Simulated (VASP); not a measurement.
# Ge (I4_1/amd) in VASP: a series of runs

Aim: see how the results for Ge move with the level of theory and the settings. Levels: PBE, PBE+D3(BJ), PBE+D4, PBEsol+D3(BJ). Tasks: single point, relaxation of cell and atoms.

All numbers are computed with VASP 6.6.1; they aren't measurements. Logs are shortened: lines on timing, memory, paths and dates and some standing lists are left out, and cuts for length are marked.

**1. The cell of the first run**

It takes space group I4_1/amd (No. 141, tetragonal). The conventional cell has a = 5.149 Å, b = 5.149 Å, c = 2.795 Å, α = 90.00°, β = 90.00°, γ = 90.00°. Ge (site symmetry -4m2) has 10 Ge at 2.67 to 3.32 Å within 3.5 Å.

**2. Single point, PBE**

The input, INCAR:

```
ALGO = Normal ; EDIFF = 1E-6
ENCUT = 520 ; GGA = PE
ISIF = 2 ; ISMEAR = 0
LASPH = T ; LCHARG = F
LREAL = F ; LWAVE = F
NBANDS = 21 ; NELM = 80
PREC = Accurate ; SIGMA = 0.028000000000000004
```

The input, KPOINTS:

```
k-points
0
Gamma
  11 11 11
```

The input, POSCAR:

```
Ge
1.0
   -2.5744897190      2.5744897190      1.3974126432
    2.5744897190     -2.5744897190      1.3974126432
    2.5744897190      2.5744897190     -1.3974126432
Ge
2
Direct
    0.5000000000      0.5000000000      0.0000000000
    0.2500000000      0.7500000000      0.5000000000
```

Potentials or basis: VASP PAW PBE potentials, release 64 (Ge_d).

Run with:

```console
$ cat potpaw_PBE.64/Ge_d/POTCAR > POTCAR
$ mpirun -np 1 vasp_std > vasp.out
```

OUTCAR:

```text
EDIFF = 1E-6
   ENCUT = 520
   GGA = PE
   ISIF = 2
   ISMEAR = 0
   LASPH = T
   LREAL = F
   NELM = 80
   PREC = Accurate

 ion  position               nearest neighbor table
   1  0.500  0.500  0.000-   2 2.67   2 2.67   2 2.67   2 2.67
   2  0.250  0.750  0.500-   1 2.67   1 2.67   1 2.67   1 2.67

  LATTYP: Found a body centered tetragonal cell.
 ALAT       =     5.1489794380
 C/A-ratio  =     0.5427920853

  Lattice vectors:

 A1 = (  -2.5744897190,   2.5744897190,   1.3974126432)
 A2 = (   2.5744897190,  -2.5744897190,   1.3974126432)
 A3 = (   2.5744897190,   2.5744897190,  -1.3974126432)

Analysis of symmetry for initial positions (statically):
=====================================================================
 Subroutine PRICEL returns:
 Original cell was already a primitive cell.

 Routine SETGRP: Setting up the symmetry group for a
 body centered tetragonal supercell.

 Subroutine GETGRP returns: Found 16 space group operations
 (whereof  8 operations were pure point group operations)
 out of a pool of 16 trial point group operations.

The static configuration has the point symmetry D_2d.
 The point group associated with its full space group is D_4h.

Analysis of symmetry for dynamics (positions and initial velocities):
=====================================================================
 Subroutine PRICEL returns:
 Original cell was already a primitive cell.

 Routine SETGRP: Setting up the symmetry group for a
 body centered tetragonal supercell.

 Subroutine GETGRP returns: Found 16 space group operations
 (whereof  8 operations were pure point group operations)
 out of a pool of 16 trial point group operations.

The dynamic configuration has the point symmetry D_2d.
 The point group associated with its full space group is D_4h.

 Subroutine INISYM returns: Found 16 space group operations
 (whereof  8 operations are pure point group operations),
 and found     1 'primitive' translations

----------------------------------------------------------------------------------------

                                     Primitive cell

  volume of cell :      37.0482

  direct lattice vectors                    reciprocal lattice vectors
[... 76 lines left out ...]
   NGXF,Y,Z  is equivalent  to a cutoff of  25.58, 25.58, 25.58 a.u.
 SYSTEM =  unknown system
   PREC   = accura    normal or accurate (medium, high low for compatibility)
   ISTART =      0    job   : 0-new  1-cont  2-samecut
   ICHARG =      2    charge: 1-file 2-atom 10-const
   ISPIN  =      1    spin polarized calculation?
   LNONCOLLINEAR =      F non collinear calculations
   LSORBIT =      F    spin-orbit coupling
   LASPH  =      T    aspherical Exc in radial PAW
   ENCUT  =  520.0 eV  38.22 Ry    6.18 a.u.   7.25  7.25  7.25*2*pi/ulx,y,z
   NELM   =     80;   NELMIN=  2; NELMDL= -5     # of ELM steps
   EDIFF  = 0.1E-05   stopping-criterion for ELM
   LREAL  =      F    real-space projection
   EDIFFG = 0.1E-04   stopping-criterion for IOM
   NSW    =      0    number of steps for IOM
   IBRION =     -1    ionic relax: 0-MD 1-quasi-New 2-CG
   NFREE  =      0    steps in history (QN), initial steepest desc. (CG)
   ISIF   =      2    stress and relaxation
   ISYM   =      2    0-nonsym 1-usesym 2-fastsym
   POTIM  = 0.5000    time-step for ionic-motion
   TEBEG  =    0.0;   TEEND  =   0.0 temperature during run
   PSTRESS=    0.0 pullay stress
   NELECT =      28.0000    total number of electrons
   NUPDOWN=      -1.0000    fix difference up-down
   EMIN   =  10.00;   EMAX   =-10.00  energy-range for DOS
   EFERMI =   0.00;   METHOD = LEGACY
   ISMEAR =     0;   SIGMA  =   0.03  broadening in eV -4-tet -1-fermi 0-gaus
   EFERMI_NEDOS =   21; number of points for ismear=-14 and -15
   IALGO  =     38    algorithm
   IMIX   =      4    mixing-type and parameters
     AMIX     =   0.40;   BMIX     =  1.00
     AMIX_MAG =   1.60;   BMIX_MAG =  1.00
  volume/ion in A,a.u.               =      18.52       125.01
  Fermi-wavevector in a.u.,A,eV,Ry     =   1.491209  2.817976 30.255333  2.223704
  Thomas-Fermi vector in A             =   2.603893
   LORBIT       =      0    0 simple, 1 ext, 2 COOP (PROOUT), +10 PAW based schemes
   GGA     = PE    functional components
   LHFCALC =     F    Hartree Fock is set to
   AEXX    =    0.0000 exact exchange contribution
   IVDW    =     0    specifies the selected vdW correction
   LEPSILON=     F    determine dielectric tensor
   LRPA    =     F    only Hartree local field effects (RPA)
 non-spin polarized calculation
 Gauss-broadening in eV      SIGMA  =   0.03
  energy-cutoff  :      520.00
  volume of cell :       37.05
 maximum number of plane-waves:      1029
 NGX is ok and might be reduce to    30
   NGX = 15   NGY = 15   NGZ = 15

 number of electron      28.0000028 magnetization

 Free energy of the ion-electron system (eV)
  ---------------------------------------------------
  ext. energy  EPLUGINS =         0.00000000
  ---------------------------------------------------
  free energy    TOTEN  =        -8.56012743 eV

  energy without entropy =       -8.55934935  energy(sigma->0) =       -8.55973839

 E-fermi :   6.8467     XC(G=0): -11.3194

 val. band max:        6.8460049118   @ k =  -0.4545   0.0909   0.0000
 cond. band min:       6.8574715455   @ k =   0.2727   0.0909   0.0909
 fundamental gap:      0.0114666337
 Fermi energy:         6.8467289809

 k-point     1 :       0.0000    0.0000    0.0000
  band No.  band energies     occupation
      1     -17.9539      2.00000
      2     -17.9103      2.00000
      3     -17.8785      2.00000
      4     -17.8781      2.00000
      5     -17.7726      2.00000
      6     -17.7726      2.00000
[... 565 lines left out ...]
     20      19.0104      0.00000
     21      19.4195      0.00000

 [... further k-points ...]
[... 5 lines left out ...]
  --------------------------------------------------------------------------------------
  -------------------------------------------------------------------------------------
  Total        0.6862936      0.6862936      0.7780891      0.0000000      0.0000000      0.0000000
  in kB       29.6792907     29.6792907     33.6490603      0.0000000      0.0000000      0.0000000
  external PRESSURE =      31.0025472 kB  Pullay stress =       0.0000000 kB

 VOLUME and BASIS-vectors are now :
 -----------------------------------------------------------------------------
  energy-cutoff  :      520.00
  volume of cell :       37.05
      direct lattice vectors                 reciprocal lattice vectors
    -2.574489719  2.574489719  1.397412643     0.000000000  0.194213244  0.357804119
     2.574489719 -2.574489719  1.397412643     0.194213244  0.000000000  0.357804119
     2.574489719  2.574489719 -1.397412643     0.194213244  0.194213244  0.000000000

 POSITION                                       TOTAL-FORCE (eV/Angst)
 -----------------------------------------------------------------------------------
      0.00000      0.00000      1.39741         0.000000      0.000000     -0.000000
      2.57449      0.00000      0.69871        -0.000000     -0.000000      0.000000
 -----------------------------------------------------------------------------------
    total drift:                                0.000000     -0.000000      0.000000

  FREE ENERGIE OF THE ION-ELECTRON SYSTEM (eV)
  ---------------------------------------------------
  free  energy   TOTEN  =        -8.5601274288 eV

  energy  without entropy=       -8.5593493518  energy(sigma->0) =       -8.55973839
```

Wall time 2.3 min (1 thread of Intel Xeon 8259CL, shared host); peak memory 0.22 GiB.

What came out:

```yaml
Free_energy: -8.5601 eV
Pressure: 3.1 GPa
Band_gap_on_the_k_mesh: zero (bands 14 and 15 overlap by 4.71 eV)
```

Caveat: the cell stands under pressure.

**3. Single point, PBE+D3(BJ)**

The input, INCAR:

```
PREC = Accurate ; ENCUT = 520
EDIFF = 1E-7 ; ISMEAR = -1
SIGMA = 0.05 ; LREAL = F
LASPH = T ; NELM = 100
ALGO = Normal ; ISIF = 2
LWAVE = F ; LCHARG = F
GGA = PE ; IVDW = 12
NBANDS = 21
```

The input, KPOINTS:

```
Automatic mesh
0
Gamma
  11 11 11
```

The input, POSCAR:

```
Ge
1.0
   -2.5780160343      2.5780160343      1.3948207277
    2.5780160343     -2.5780160343      1.3948207277
    2.5780160343      2.5780160343     -1.3948207277
Ge
2
Direct
    0.5000000000      0.5000000000      0.0000000000
    0.2500000000      0.7500000000      0.5000000000
```

Potentials or basis: VASP PAW PBE potentials, release 64 (Ge_d).

Run with:

```console
$ cat potpaw_PBE.64/Ge_d/POTCAR > POTCAR
$ mpirun -np 1 vasp_std > vasp.out
```

Wall time 2.6 min (1 thread of Intel Xeon 8259CL, shared host); peak memory 0.23 GiB.

The run converged. Its results:

```
Free energy                : -9.2837 eV
Pressure                   : 0.1 GPa
Band gap on the k mesh     : zero (bands 14 and 15 overlap by 4.66 eV)
Dispersion energy per atom : -0.359 eV
```

Levels at points of the mesh, in eV from the Fermi level:
| k point | band 11 | band 12 | band 13 | band 14 | band 15 | band 16 | band 17 | band 18 |
| --- | --- | --- | --- | --- | --- | --- | --- | --- |
| (0.00, 0.00, 0.00) | -13.32 | -4.13 | -2.38 | -2.38 | 3.25 | 7.54 | 7.54 | 8.18 |

**4. Single point, PBE+D4**

The input, INCAR:

```
ALGO = Normal ; EDIFF = 1E-7
ENCUT = 520 ; GGA = PE
ISIF = 2 ; ISMEAR = -1
IVDW = 13 ; LASPH = True
LCHARG = False ; LREAL = False
LWAVE = False ; NBANDS = 21
NELM = 100 ; PREC = Accurate
SIGMA = 0.05
```

The input, KPOINTS:

```
k-points
0
Gamma
  11 11 11
```

The input, POSCAR:

```
Ge
1.0
   -2.5778623787      2.5778623787      1.3947175294
    2.5778623787     -2.5778623787      1.3947175294
    2.5778623787      2.5778623787     -1.3947175294
Ge
2
Direct
    0.5000000000      0.5000000000      0.0000000000
    0.2500000000      0.7500000000      0.5000000000
```

Run with:

```console
$ cat potpaw_PBE.64/Ge_d/POTCAR > POTCAR
$ mpirun -np 1 vasp_std > vasp.out
```

Wall time 2.6 min (1 thread of Intel Xeon 8259CL, shared host); peak memory 0.22 GiB.

It converged, with:

| Quantity | Value |
| --- | --- |
| Free energy | -9.3463 eV |
| Pressure | 0.1 GPa |
| Band gap on the k mesh | zero (bands 14 and 15 overlap by 4.67 eV) |
| Dispersion energy per atom | -0.390 eV |

Levels at points of the mesh, in eV from the Fermi level:
```csv
k point,band 12,band 13,band 14,band 15,band 16,band 17
"(0.00, 0.00, 0.00)",-4.13,-2.38,-2.38,3.25,7.54,7.54
```

**5. Relaxation of cell and atoms, PBEsol+D3(BJ)**

The input, INCAR:

```
PREC = Accurate ; ENCUT = 600
EDIFF = 1E-7 ; ISMEAR = -1
SIGMA = 0.05 ; LREAL = F
LASPH = T ; NELM = 80
ALGO = Normal ; ISIF = 3
LWAVE = F ; LCHARG = F
GGA = PS ; IVDW = 12
IBRION = 2 ; NSW = 60
EDIFFG = -0.01
```

The input, KPOINTS:

```
regular mesh
0
Gamma
  11 11 11
```

The input, POSCAR:

```
Ge
1.0
   -2.5744897190      2.5744897190      1.3974126432
    2.5744897190     -2.5744897190      1.3974126432
    2.5744897190      2.5744897190     -1.3974126432
Ge
2
Direct
    0.5000000000      0.5000000000      0.0000000000
    0.2500000000      0.7500000000      0.5000000000
```

Run with:

```console
$ cat potpaw_PBE.64/Ge_d/POTCAR > POTCAR
$ mpirun -np 1 vasp_std > vasp.out
```

Run time: 3.6 min. Hardware: 1 thread of Intel Xeon 8259CL, shared host; peak memory 0.25 GiB.

It converged, with:

| Item | Value |
| --- | --- |
| Free energy | -10.2256 eV |
| Relaxed volume | 17.70 Å³/atom |
| Relaxed cell | a = 3.842 Å, b = 3.842 Å, c = 3.842 Å, α = 97.36°, β = 97.36°, γ = 138.05° |
| Space group after relaxing (to 0.1 Å) | I4_1/amd (No. 141) |
| Energy gained by relaxing | 9.5 meV/atom |
| Ionic steps | 3 |
| Pressure after relaxing | 0.1 GPa |
| Band gap on the k mesh | zero (bands 14 and 15 overlap by 5.02 eV) |
| Dispersion energy per atom | -0.349 eV |

The path:
| step | energy change (eV) | largest force (eV/Å) | pressure (GPa) | volume (Å³) |
| --- | --- | --- | --- | --- |
| 1 | 0.0000 | 0.0000 | -3.54 | 37.05 |
| 2 | -0.0172 | 0.0000 | 1.24 | 34.90 |
| 3 | -0.0191 | 0.0000 | 0.07 | 35.39 |

Final structure:
```
Ge
1.0
    -2.53645    2.53645    1.37524
     2.53645   -2.53645    1.37524
     2.53645    2.53645   -1.37524
Ge
2
Direct
  0.50000 0.50000 0.00000
  0.25000 0.75000 0.50000
```

Levels at points of the mesh, in eV from the Fermi level:
```tsv
k point	band 10	band 11	band 12	band 13	band 14	band 15	band 16	band 17	band 18
(0.00, 0.00, 0.00)	-24.40	-13.76	-3.97	-2.53	-2.53	3.09	7.85	7.85	8.50
```

Caveat: the PAW data sets were made with another functional, which shifts forces and pressure a little.

**6. The runs side by side**

| task | level | cell | cutoff (eV) | smearing | gap on the mesh (eV) | pressure (GPa) |
| --- | --- | --- | --- | --- | --- | --- |
| single point | PBE | a = 3.900 Å, angles 97.4, 97.4, 138.0°, 2 atoms | 520 | gaussian 0.028 eV | none | 3.1 |
| single point | PBE+D3(BJ) | a = 3.904 Å, angles 97.3, 97.3, 138.1°, 2 atoms | 520 | fermi-dirac 0.05 eV | none | 0.1 |
| single point | PBE+D4 | a = 3.903 Å, angles 97.3, 97.3, 138.1°, 2 atoms | 520 | fermi-dirac 0.05 eV | none | 0.1 |
| relaxation of cell and atoms | PBEsol+D3(BJ) | relaxed from a = 3.900 Å, angles 97.4, 97.4, 138.0°, 2 atoms | 600 | fermi-dirac 0.05 eV | none | 0.1 |

Alike in all rows: potentials or basis VASP PAW PBE potentials, release 64 (Ge_d); no spin polarisation; k mesh 11 × 11 × 11.

Caveats: the cell stands under pressure (at least some runs); the PAW data sets were made with another functional, which shifts forces and pressure a little (at least some runs).

Total energies depend on the potentials used, so only differences within one code and one set of settings carry meaning.

The gap in the log of VASP goes by the Fermi energy; the results here count the filled bands.